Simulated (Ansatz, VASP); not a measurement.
GaN: VASP beside Ansatz

File POSCAR:

```
GaN
1.0
    3.1799996605      0.0000000000      0.0000000000
   -1.5899998303      2.7264208851      0.0000000000
    0.0000000000      0.0000000000      5.1660000000
Ga N
2 2
Direct
    0.3333333333      0.6666666667      0.0000000000
    0.6666666667      0.3333333333      0.5000000000
    0.3333333333      0.6666666667      0.3750000000
    0.6666666667      0.3333333333      0.8750000000
```

The input INCAR.step1:

```
  PREC = Accurate
  ENCUT = 520
  ISMEAR = 0
  SIGMA = 0.05
  LREAL = False
  LASPH = True
  NELM = 100
  NBANDS = 26
  GGA = PE
  ALGO = Normal
  EDIFF = 1E-4
  LWAVE = True
  LCHARG = False
```

File INCAR.step2:

```
  PREC = Accurate
  ENCUT = 520
  EDIFF = 1E-6
  ISMEAR = 0
  SIGMA = 0.05
  LREAL = False
  LASPH = True
  NELM = 100
  ALGO = Normal
  ISIF = 2
  LWAVE = False
  LCHARG = False
  METAGGA = R2SCAN
  LMIXTAU = True
  NBANDS = 26
  ISTART = 1
```

The input KPOINTS:

```
Automatic mesh
0
Gamma
  12 12 6
```

Input for Ansatz:

```yaml
crystal:
  lattice:
    - [3.1799996605, 0.0, 0.0]
    - [-1.5899998303, 2.7264208851, 0.0]
    - [0.0, 0.0, 5.166]
  atoms:
    - { symbol: Ga, position: [0.3333333333, 0.6666666667, 0.0] }
    - { symbol: Ga, position: [0.6666666667, 0.3333333333, 0.5] }
    - { symbol: "N", position: [0.3333333333, 0.6666666667, 0.375] }
    - { symbol: "N", position: [0.6666666667, 0.3333333333, 0.875] }
basis:
  ecutwfc: 500
kpoints:
  mp_grid: { grid: [12, 12, 6] }
hamiltonian:
  xc: r2scan
scf:
  occupations: { method: gaussian, width: 0.05 }
output:
  forces: true
  stress: true
  eigenvalues: true
  write_density: true
  write_potential: true
  elf: true
  volumetric_format: npy
```

Change from the starting cell: strain -0.0100 x Voigt [0, 1, 0, 0, 0, 0], atoms carried along.

Alike in both runs: task single point; functional r2SCAN; k mesh 12 × 12 × 6; occupations gaussian, width 0.05 eV; no spin polarisation.

```csv
,VASP,Ansatz
version,VASP 6.6.1,Ansatz 0.2.0
potentials or method,"VASP PAW PBE potentials, release 64 (Ga_d, N), cutoff 520 eV","scalar-relativistic, plane waves, PAW"
valence electrons in the cell,36,36
```

```tsv
	VASP	Ansatz	Ansatz less VASP
gap on the k mesh at the Fermi level (eV)	2.41	2.42	+0.008
least direct gap on the mesh (eV)	2.41	2.42	+0.008
pressure (GPa)	4.3	3.1	-1.13
traceless stress, the component that is largest in VASP (GPa)	1.71	1.67	-0.047
rms of the force components (eV/Å)	0.073	0.074	+0.0013
```

VASP's potentials were made for PBE, not for r2SCAN. Atom by atom the forces differ by 0.005 eV/Å (rms over components).
